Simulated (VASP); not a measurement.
# Re (P6_3/mmc) in VASP: notebook, part 2 of 2

VASP 6.6.1.

## (4) Electric field gradients, LDA (equal xx and yy strain of -1 %)

The input, INCAR:

```
SYSTEM = Re
PREC = Accurate ; ENCUT = 520
EDIFF = 1E-8 ; ISMEAR = -1
SIGMA = 0.05 ; LREAL = .FALSE.
LASPH = .TRUE. ; NELM = 80
ALGO = Normal ; ISIF = 2
LWAVE = .FALSE. ; LCHARG = .FALSE.
GGA = CA ; LEFG = .TRUE.
NBANDS = 14
```

The input, KPOINTS:

```
regular mesh
0
G
  14 14 8
  0 0 0
```

The input, POSCAR:

```
Re
1.0
    2.5768720617      0.0000000000      0.0000000000
   -1.2884360308      2.2316366677      0.0000000000
    0.0000000000      0.0000000000      4.1620000000
Re
2
Direct
    0.3333333333      0.6666666667      0.2500000000
    0.6666666667      0.3333333333      0.7500000000
```

Potentials or basis: VASP PAW LDA potentials, release 64 (Re).

On the command line:

```
> cat potpaw_LDA.64/Re/POTCAR > POTCAR
> mpirun -np 1 vasp_std > vasp.out
```

OUTCAR:

```text
SYSTEM = Re
   PREC = Accurate
   ENCUT = 520
   EDIFF = 1E-8
   ISMEAR = -1
   LREAL = .FALSE.
   LASPH = .TRUE.
   NELM = 80
   ISIF = 2
   GGA = CA

 ion  position               nearest neighbor table
   1  0.333  0.667  0.250-   2 2.56   2 2.56   2 2.56   2 2.56   2 2.56   2 2.56
   2  0.667  0.333  0.750-   1 2.56   1 2.56   1 2.56   1 2.56   1 2.56   1 2.56

  LATTYP: Found a hexagonal cell.
 ALAT       =     2.5768720617
 C/A-ratio  =     1.6151364524

  Lattice vectors:

 A1 = (   2.5768720617,   0.0000000000,   0.0000000000)
 A2 = (  -1.2884360308,   2.2316366677,   0.0000000000)
 A3 = (   0.0000000000,   0.0000000000,   4.1620000000)

Analysis of symmetry for initial positions (statically):
=====================================================================
 Subroutine PRICEL returns:
 Original cell was already a primitive cell.

 Routine SETGRP: Setting up the symmetry group for a
 hexagonal supercell.

 Subroutine GETGRP returns: Found 24 space group operations
 (whereof 12 operations were pure point group operations)
 out of a pool of 24 trial point group operations.

The static configuration has the point symmetry D_3d.
 The point group associated with its full space group is D_6h.

Analysis of symmetry for dynamics (positions and initial velocities):
=====================================================================
 Subroutine PRICEL returns:
 Original cell was already a primitive cell.

 Routine SETGRP: Setting up the symmetry group for a
 hexagonal supercell.

 Subroutine GETGRP returns: Found 24 space group operations
 (whereof 12 operations were pure point group operations)
 out of a pool of 24 trial point group operations.

[... 169 lines left out ...]
     12      15.0624      0.00000
     13      23.6211      0.00000
     14      25.0590      0.00000
[... 377 lines left out ...]
      1       3.5931      2.00000
      2       5.6297      2.00000
      3       5.6976      2.00000
      4       6.8050      2.00000
      5       7.7596      2.00000
      6       8.1926      2.00000
      7      10.6159      1.68724
      8      14.3771      0.00000
      9      15.0728      0.00000
     10      15.3601      0.00000
     11      19.1695      0.00000
     12      19.3255      0.00000
     13      21.3408      0.00000
     14      28.4367      0.00000

 [... further k-points ...]
[... 5 lines left out ...]
  --------------------------------------------------------------------------------------
  -------------------------------------------------------------------------------------
  Total       17.0052508     17.0052508     16.8050466      0.0000000      0.0000000      0.0000000
  in kB     1138.3483999   1138.3483998   1124.9465351      0.0000000      0.0000000      0.0000000
  external PRESSURE =    1133.8811116 kB  Pullay stress =       0.0000000 kB

 VOLUME and BASIS-vectors are now :
 -----------------------------------------------------------------------------
  energy-cutoff  :      520.00
  volume of cell :       23.93
      direct lattice vectors                 reciprocal lattice vectors
     2.576872062  0.000000000  0.000000000     0.388067384  0.224050809  0.000000000
    -1.288436031  2.231636668  0.000000000     0.000000000  0.448101617  0.000000000
     0.000000000  0.000000000  4.162000000     0.000000000  0.000000000  0.240269101

 POSITION                                       TOTAL-FORCE (eV/Angst)
 -----------------------------------------------------------------------------------
     -0.00000      1.48776      1.04050         0.000000      0.000000      0.000000
      1.28844      0.74388      3.12150         0.000000     -0.000000      0.000000
 -----------------------------------------------------------------------------------
    total drift:                                0.000000     -0.000000     -0.000000

  FREE ENERGIE OF THE ION-ELECTRON SYSTEM (eV)
  ---------------------------------------------------
  free  energy   TOTEN  =       -26.0763779526 eV

  energy  without entropy=      -26.0661438700  energy(sigma->0) =      -26.07126091

 Electric field gradients (V/A^2)
---------------------------------------------------------------------
 ion       V_xx      V_yy      V_zz      V_xy      V_xz      V_yz
---------------------------------------------------------------------
   1      40.490    40.490   -80.980     0.000     0.000    -0.000
   2      40.490    40.490   -80.980     0.000    -0.000     0.000
---------------------------------------------------------------------

 Electric field gradients after diagonalization (V/A^2)
 (convention: |V_zz| > |V_xx| > |V_yy|)
----------------------------------------------------------------------
 ion       V_xx      V_yy      V_zz     asymmetry (V_yy - V_xx)/ V_zz
----------------------------------------------------------------------
   1      40.490    40.490   -80.980       0.000
   2      40.490    40.490   -80.980       0.000
----------------------------------------------------------------------

           NMR quadrupolar parameters

 Cq : quadrupolar parameter    Cq=e*Q*V_zz/h
 eta: asymmetry parameters     (V_yy - V_xx)/ V_zz
 Q  : nuclear electric quadrupole moment in mb (millibarn)
----------------------------------------------------------------------
 ion       Cq(MHz)       eta       Q (mb)
----------------------------------------------------------------------
   1      -0.196       0.000       1.000
   2      -0.196       0.000       1.000
----------------------------------------------------------------------
```

stdout:

```text
POSCAR found type information on POSCAR Re
 POSCAR found :  1 types and       2 ions
 scaLAPACK will be used
 LDA part: xc-table for (Slater(with rela. corr.)+CA(PZ))
 , standard interpolation
 POSCAR, INCAR and KPOINTS ok, starting setup
 FFT: planning ... GRIDC
 FFT: planning ... GRID_SOFT
 FFT: planning ... GRID
 WAVECAR not read
 entering main loop
ion   1

ion   2
```

It took 78 s on 1 thread of Intel Xeon 8259CL, shared host; peak memory 0.15 GiB.

What came out:

```
Free energy            : -26.0764 eV
Pressure               : 113.4 GPa
Band gap on the k mesh : zero (band 7 reaches 12.68 eV, above the bottom of band 8 at 8.26 eV)
```

Stress tensor (GPa, compression positive):
```
113.83   0.00   0.00
  0.00 113.83   0.00
  0.00   0.00 112.49
```

Electric field gradients, principal values (V/Å²):
```
atom   least  middle  greatest (by size)
1 Re  40.490  40.490             -80.980
2 Re  40.490  40.490             -80.980
```

Caveat: the cell differs from its parent crystal (equal xx and yy strain of -1 %); without QUAD_EFG the Cq values of the log hold for a quadrupole moment of 1 mb, not for the nuclei; spin-orbit coupling is left out, which moves the levels of the heavy elements.
